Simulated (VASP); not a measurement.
**Al2O3: single point with PBE+D4**

Al2O3:

```xyz
5
Lattice="2.8662 0.0000 0.0000 -1.4331 2.4822 0.0000 0.0000 0.0000 7.2820" Properties=species:S:1:pos:R:3 pbc="T T T"
Al    0.0000    0.0000    5.8908
Al    0.0000    0.0000    1.3913
O     0.0000    1.6548    5.2105
O     1.4331    0.8274    0.0000
O     0.0000    1.6548    2.0715
```

```json
{
  "Program": "VASP 6.6.1",
  "Task": "single point",
  "Functional": "PBE",
  "Dispersion": "D4",
  "Potentials or basis": "VASP PAW PBE potentials, release 64 (Al, O)",
  "Cutoff": "520 eV",
  "k mesh": "11 × 11 × 3",
  "Occupations": "fermi-dirac, width 0.05 eV",
  "Spin": "no spin polarisation",
  "Dipole correction": "no",
  "Further INCAR settings": "ALGO = Normal; EDIFF = 1e-07; NBANDS = 20"
}
```

```
Pressure                   : 0.0 GPa
Largest force              : 0.033 eV/Å
Band gap on the k mesh     : 4.55 eV, indirect (least direct gap 4.68 eV)
Dispersion energy per atom : -0.227 eV
```

Forces on the atoms (eV/Å):
```
Al   0.000  0.000 -0.033
Al   0.000  0.000  0.033
O    0.000  0.000  0.029
O    0.000  0.000  0.000
O    0.000  0.000 -0.029
```

Stress tensor (GPa, compression positive):
```
 0.18  0.00  0.00
 0.00  0.18  0.00
 0.00  0.00 -0.26
```

Levels at points of the mesh, in eV from the valence-band top:
```tsv
k point	band 9	band 10	band 11	band 12	band 13	band 14	band 15	band 16
(0.00, 0.00, 0.00)	-1.43	-0.80	-0.80	-0.13	4.55	7.55	8.37	11.81
```

Run time: 20 s on 1 thread of AMD EPYC 9R45 96-Core Processor (Zen 5), on a shared host, peak memory 0.15 GiB.

A k mesh can miss the band edges.
